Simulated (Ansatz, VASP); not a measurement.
# Pt in VASP and in Ansatz

```xyz
1
Lattice="0.0000 1.9468 1.9468 1.9468 0.0000 1.9468 1.9468 1.9468 0.0000" Properties=species:S:1:pos:R:3 pbc="T T T"
Pt    0.0000    0.0000    0.0000
```

Alike in both runs: functional LDA; k mesh 18 × 18 × 18; occupations gaussian, width 0.1 eV; no spin polarisation.

Ansatz relaxed the structure, and its values are those at the end. VASP's run is a single point on that final structure, the one shown.

|  | VASP | Ansatz |
| --- | --- | --- |
| version | VASP 6.6.1 | Ansatz 0.2.0 |
| potentials or method | VASP PAW LDA potentials, release 64 (Pt), cutoff 520 eV | scalar-relativistic, plane waves, PAW |
| valence electrons in the cell | 10 | 18 |

|  | VASP | Ansatz | Ansatz less VASP |
| --- | --- | --- | --- |
| gap on the k mesh at the Fermi level (eV) | none | none | - |
| pressure (GPa) | 0.8 | 0.0 | -0.79 |

Ansatz warns that its potentials were made for another functional, while VASP's fit it. LDA's correlation is that of Perdew and Zunger in VASP and of Perdew and Wang (1992) in Ansatz. A gap of «none» marks a metal or a gap that the smearing closes. VASP's potentials hold 10 valence electrons a cell and Ansatz's 18, so a difference there can come from the potentials and not from the codes.

Spin-orbit coupling is off throughout.
